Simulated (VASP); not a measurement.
Runs of VASP 6.6.1 on Sb3Au. The structure is that of space group Im-3m (No. 229), or close to it. The cells are those of the table. 

```tsv
task	cell	cutoff (eV)	gap on the mesh (eV)	pressure (GPa)
electric field gradients	a = 5.369 Å, angles 109.5°, 4 atoms	520	none	-9.8
single point	a = 5.283 Å, angles 109.5°, 4 atoms	520	none	-8.1
electric field gradients	a = 5.248 Å, angles 109.2°, 4 atoms	400	none	-7.7
single point	a = 5.335 Å, angles 109.5°, 4 atoms	520	none	-9.2
electric field gradients	a = 5.283 Å, angles 109.7, 109.7, 108.9°, 4 atoms	520	none	-8.1
electric field gradients	a = 5.158 Å, angles 109.5°, 4 atoms	520	none	-4.6
electric field gradients	a = 5.231 Å, angles 108.9°, 4 atoms	400	none	-7.7
electric field gradients	a = 5.248 Å, angles 109.5°, 4 atoms	520	none	-7.3
single point	a = 5.158 Å, angles 109.5°, 4 atoms	520	none	-4.6
single point	a = 5.300 Å, angles 109.5°, 4 atoms	520	none	(a)
single point	a = 5.369 Å, angles 109.5°, 4 atoms	520	none	-9.8
```

Alike in all rows: level LDA; potentials or basis VASP PAW LDA potentials, release 64 (Sb, Au); no spin polarisation; k mesh 10 × 10 × 10; smearing fermi-dirac 0.05 eV.

Q: Fill in the values left out.

A: (a) -8.5.

Caveats: the cell stands under tension; spin-orbit coupling is left out, which moves the levels of the heavy elements.

A k mesh can miss the band edges, and the runs leave out spin-orbit coupling on Au, Sb.

A gap of «none» marks levels without a gap at the run's occupations.
